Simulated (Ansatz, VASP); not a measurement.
## Two plane-wave programs on Ge

```
Ge
1.0
     3.99565    0.00000    0.00000
    -1.99782    3.46033    0.00000
     0.00000    0.00000    6.60271
Ge
4
Direct
  0.66667 0.33333 0.06298
  0.33333 0.66667 0.56298
  0.66667 0.33333 0.43702
  0.33333 0.66667 0.93702
```

Alike in both runs: task single point; functional r2SCAN; k mesh 12 × 12 × 6; occupations gaussian, width 0.01 eV; no spin polarisation.

|  | VASP | Ansatz |
| --- | --- | --- |
| version | VASP 6.6.1 | Ansatz 0.2.0 |
| potentials or method | VASP PAW PBE potentials, release 64 (Ge_d), cutoff 520 eV | scalar-relativistic, plane waves, PAW |
| valence electrons in the cell | 56 | 56 |

Ansatz gave:

```
gap on the k mesh at the Fermi level (eV) : 0.10
least direct gap on the mesh (eV)         : 0.10
pressure (GPa)                            : 0.0
```

Task: Which values does VASP return?

Result: gap on the k mesh at the Fermi level (eV): 0.08; least direct gap on the mesh (eV): 0.08; pressure (GPa): 0.1.

VASP's potentials were made for PBE, not for r2SCAN.
